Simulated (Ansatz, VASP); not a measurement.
**One calculation of Zn, two programs**

```
Zn
1.0
     2.59613    0.00000    0.00000
    -1.29806    2.24831    0.00000
     0.00000    0.00000    4.97953
Zn
2
Direct
  0.33333 0.66667 0.25000
  0.66667 0.33333 0.75000
```

Alike in both runs: functional r2SCAN; k mesh 18 × 18 × 10; occupations gaussian, width 0.1 eV; no spin polarisation.

Ansatz relaxed the structure, and its values are those at the end. VASP's run is a single point on that final structure, the one shown.

```csv
,VASP,Ansatz
version,VASP 6.6.1,Ansatz 0.2.0
potentials or method,"VASP PAW PBE potentials, release 64 (Zn), cutoff 520 eV","scalar-relativistic, plane waves, PAW"
valence electrons in the cell,24,24
```

|  | VASP | Ansatz | Ansatz less VASP |
| --- | --- | --- | --- |
| gap on the k mesh at the Fermi level (eV) | none | none | - |
| pressure (GPa) | 0.5 | 0.0 | -0.52 |

VASP's potentials were made for PBE, not for r2SCAN. A gap of «none» marks a metal or a gap that the smearing closes.
